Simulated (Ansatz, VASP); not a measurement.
# HfC15O32: VASP beside Ansatz

```
Hf C O
1.0
     7.03220    0.00000    0.00000
     0.00000    7.03220    0.00000
     0.00000    0.00000    8.20860
Hf C O
1 15 32
Cartesian
  0.0000 0.0000 0.0000
  0.0000 0.0000 4.1043
  0.0000 3.5161 0.0000
  0.0000 3.5161 4.1043
  3.5161 0.0000 0.0000
  3.5161 0.0000 4.1043
  3.5161 3.5161 0.0000
  3.5161 3.5161 4.1043
  1.7580 1.7580 2.0522
  1.7580 1.7580 6.1565
  1.7580 5.2741 2.0522
  1.7580 5.2741 6.1565
  5.2741 1.7580 2.0522
  5.2741 1.7580 6.1565
  5.2741 5.2741 2.0522
  5.2741 5.2741 6.1565
  0.8087 0.8087 0.0000
  0.8087 0.8087 4.1043
  0.8087 4.3248 0.0000
  0.8087 4.3248 4.1043
  4.3248 0.8087 0.0000
  4.3248 0.8087 4.1043
  4.3248 4.3248 0.0000
  4.3248 4.3248 4.1043
  0.9493 2.5668 2.0522
  0.9493 2.5668 6.1565
  0.9493 6.0829 2.0522
  0.9493 6.0829 6.1565
  4.4654 2.5668 2.0522
  4.4654 2.5668 6.1565
  4.4654 6.0829 2.0522
  4.4654 6.0829 6.1565
  2.7074 2.7074 0.0000
  2.7074 2.7074 4.1043
  2.7074 6.2235 0.0000
  2.7074 6.2235 4.1043
  6.2235 2.7074 0.0000
  6.2235 2.7074 4.1043
  6.2235 6.2235 0.0000
  6.2235 6.2235 4.1043
  2.5668 0.9493 2.0522
  2.5668 0.9493 6.1565
  2.5668 4.4654 2.0522
  2.5668 4.4654 6.1565
  6.0829 0.9493 2.0522
  6.0829 0.9493 6.1565
  6.0829 4.4654 2.0522
  6.0829 4.4654 6.1565
```

Alike in both runs: task electric field gradients; functional PBE; k mesh 3 × 3 × 3; occupations fermi-dirac, width 0.01 eV; no spin polarisation.

|  | VASP | Ansatz |
| --- | --- | --- |
| version | VASP 6.6.1 | Ansatz 0.2.0 |
| potentials or method | VASP PAW PBE potentials, release 64 (Hf_pv, C, O) | plane-wave PAW, scalar-relativistic |
| plane-wave cutoff (eV) | 520 | 420 |
| valence electrons in the cell | 262 | 278 |

|  | VASP | Ansatz | Ansatz less VASP |
| --- | --- | --- | --- |
| rms of the force components (eV/Å) | 17.608 | 17.815 | +0.2077 |
| size of Vzz on the site where it differs most (V/Å²) | 1921.9 | 3830.2 | +1908.25 |

Atom by atom the forces differ by 0.440 eV/Å (rms over components). VASP's potentials hold 262 valence electrons a cell and Ansatz's 278, so a difference there can come from the potentials and not from the codes.

Spin-orbit coupling is off throughout. Noted on VASP's run: the standard files for N, O and F lose accuracy on very short bonds.
